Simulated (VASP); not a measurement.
Input of a VASP 6.6.1 run:

File POSCAR:

```
MgS
1.0
    0.0000000000      2.6016500000      2.6016500000
    2.6016500000      0.0000000000      2.6016500000
    2.6016500000      2.6016500000      0.0000000000
S Mg
1 1
Direct
    0.5000000000      0.5000000000      0.5000000000
    0.0000000000      0.0000000000      0.0000000000
```

File INCAR.step1:

```
SYSTEM = MgS
PREC     = Accurate       ! precision mode
ENCUT    = 600            ! plane-wave cutoff, eV
EDIFF    = 1E-5           ! SCF threshold, eV
ISMEAR   = -1             ! smearing method
SIGMA    = 0.05           ! smearing width, eV
LREAL    = .False.        ! projectors in reciprocal space
LASPH    = .True.         ! aspherical terms in the spheres
NELM     = 100            ! most SCF steps
ALGO     = Normal         ! electronic algorithm
LWAVE    = .True.         ! write WAVECAR
LCHARG   = .False.        ! write CHGCAR
GGA      = PE             ! functional
NBANDS   = 11             ! bands
```

File INCAR.step2:

```
SYSTEM = MgS
PREC     = Accurate       ! precision mode
ENCUT    = 600            ! plane-wave cutoff, eV
EDIFF    = 1E-7           ! SCF threshold, eV
ISMEAR   = -1             ! smearing method
SIGMA    = 0.05           ! smearing width, eV
LREAL    = .False.        ! projectors in reciprocal space
LASPH    = .True.         ! aspherical terms in the spheres
NELM     = 100            ! most SCF steps
ALGO     = Normal         ! electronic algorithm
ISIF     = 3              ! what is computed and relaxed
LWAVE    = .False.        ! write WAVECAR
LCHARG   = .False.        ! write CHGCAR
GGA      = PS             ! functional
LHFCALC  = .True.         ! exact exchange
AEXX     = 0.25           ! exact-exchange fraction
PRECFOCK = Normal       
IBRION   = 2              ! ionic algorithm
NSW      = 60             ! ionic steps
EDIFFG   = -0.01          ! ionic threshold
ISTART   = 1
```

File KPOINTS:

```
Automatic mesh
0
Gamma
  5 5 5
  0 0 0
```

Potentials or basis: VASP PAW PBE potentials, release 64 (S, Mg).

The run is started by

```console
$ cat potpaw_PBE.64/S/POTCAR potpaw_PBE.64/Mg/POTCAR > POTCAR
$ cp INCAR.step1 INCAR
$ mpirun -np 1 vasp_std > vasp.out
$ cp INCAR.step2 INCAR
$ mpirun -np 1 vasp_std > vasp.out
```

Q: Predict the band gap on the k mesh.

A: 4.95 eV, indirect (least direct gap 5.66 eV).

Q: What does it give for the relaxed volume?

A: 17.16 Å³/atom.

Q: Estimate the space group after relaxing (to 0.05 Å).

A: Fm-3m (No. 225).

The path:
```
step  energy change (eV)  largest force (eV/Å)  pressure (GPa)  volume (Å³)
   1              0.0000                0.0000           -2.06        35.22
   2             -0.0054                0.0000            0.61        34.08
   3             -0.0059                0.0000            0.00        34.32
```

Caveat: the PAW data sets were made with another functional, which shifts forces and pressure a little. A k mesh can miss the band edges.
